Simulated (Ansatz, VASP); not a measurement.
Ti in VASP and in Ansatz

```
Ti
1.0
    -1.61464    1.64721    1.66573
     1.62378   -1.62551    1.65319
     1.63093    1.64179   -1.64404
Ti
1
Direct
  0.00000 0.00000 0.00000
```

Alike in both runs: task single point; functional PBEsol; dispersion D4; k mesh 8 × 8 × 8; occupations fermi-dirac, width 0.1 eV; no spin polarisation.

|  | VASP | Ansatz |
| --- | --- | --- |
| version | VASP 6.6.1 | Ansatz 0.2.0 |
| potentials or method | VASP PAW PBE potentials, release 64 (Ti_sv), cutoff 520 eV | plane waves, PAW |
| valence electrons in the cell | 12 | 12 |

VASP gave:

```
pressure (GPa)                                                : -8.1
traceless stress, the component that is largest in VASP (GPa) : -0.57
```

**Question.** Which values does Ansatz return?

**Answer.** Pressure (GPa): -7.9; traceless stress, the component that is largest in VASP (GPa): -0.56.

VASP's potentials were made for PBE, not for PBEsol. Ansatz's warnings: stress scf threshold loose.
